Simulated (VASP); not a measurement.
LaAl2Bi2, 5 atoms in the cell. The structure is tetragonal, space group I4/mmm (No. 139). The conventional cell has a = 4.774 Å, b = 4.774 Å, c = 12.251 Å, α = 90.00°, β = 90.00°, γ = 90.00°. Al (site symmetry -4m2) has 4 Bi at 2.83 Å and 4 Al at 3.38 Å within 3.7 Å. La (site symmetry 4/mmm) has 10 Bi at 3.71 to 4.59 Å and 8 Al at 3.88 Å and 4 La at 4.77 Å within 4.9 Å. Within 3.7 Å of Bi (site symmetry 4mm) lie 4 Al at 2.83 Å and 1 Bi at 3.08 Å. 

```yaml
Program: VASP 6.6.1
Task: single point
Functional: PBE
Potentials_or_basis: VASP PAW PBE potentials, release 64 (Al, La, Bi_d)
Cutoff: 520 eV
k_mesh: 7 × 7 × 7
Occupations: methfessel-paxton, width 0.1594 eV
Spin: no spin polarisation
Dipole_correction: no
Further_INCAR_settings: ALGO = Normal; EDIFF = 1e-07; NBANDS = 32
```

Potentials or basis: VASP PAW PBE potentials, release 64 (Al, La, Bi_d).

The run is started by

```console
$ cat potpaw_PBE.64/Al/POTCAR potpaw_PBE.64/La/POTCAR potpaw_PBE.64/Bi_d/POTCAR > POTCAR
$ mpirun -np 1 vasp_std > vasp.out
```

Hardware: 1 thread of Intel(R) Xeon(R) Platinum 8488C (Sapphire Rapids) (shared host).

Problem. Estimate the wall time of this run.

Solution. It took 110 s on 1 thread of Intel(R) Xeon(R) Platinum 8488C (Sapphire Rapids), on a shared host, peak memory 0.37 GiB. Counts: scf iterations 14, k points 40.
